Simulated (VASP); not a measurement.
The system is Pb.

```
CELL_PARAMETERS angstrom
-2.01849 2.01849 2.01849
2.01849 -2.01849 2.01849
2.01849 2.01849 -2.01849
ATOMIC_POSITIONS crystal
Pb 0.00000 0.00000 0.00000
```

This isn't the form of Pb at room conditions, which is fcc.

Base run:

| Quantity | Value |
| --- | --- |
| Program | VASP 6.6.1 |
| Functional | pbe exchange, pbesol correlation |
| Potentials or basis | VASP PAW PBE potentials, release 64 (Pb_d) |
| Cutoff | 500 eV |
| k mesh | 9 × 9 × 9 |
| Occupations | gaussian, width 0.01 eV |
| Spin | no spin polarisation |

Its results: band gap on the k mesh zero (bands 7 and 8 overlap by 8.68 eV); pressure -1.1 GPa.

Question: The run is repeated on the same cell with these changes: functional from pbe exchange, pbesol correlation to r2SCAN; cutoff from 500 eV to 520 eV; occupations from gaussian, width 0.01 eV to fermi-dirac, width 0.05 eV. What comes out?

Answer: Band gap on the k mesh zero (bands 7 and 8 overlap by 9.13 eV); pressure -2.5 GPa.

Caveats: the PAW data sets were made with another functional, which shifts forces and pressure a little; spin-orbit coupling is left out, which moves the levels of the heavy elements.
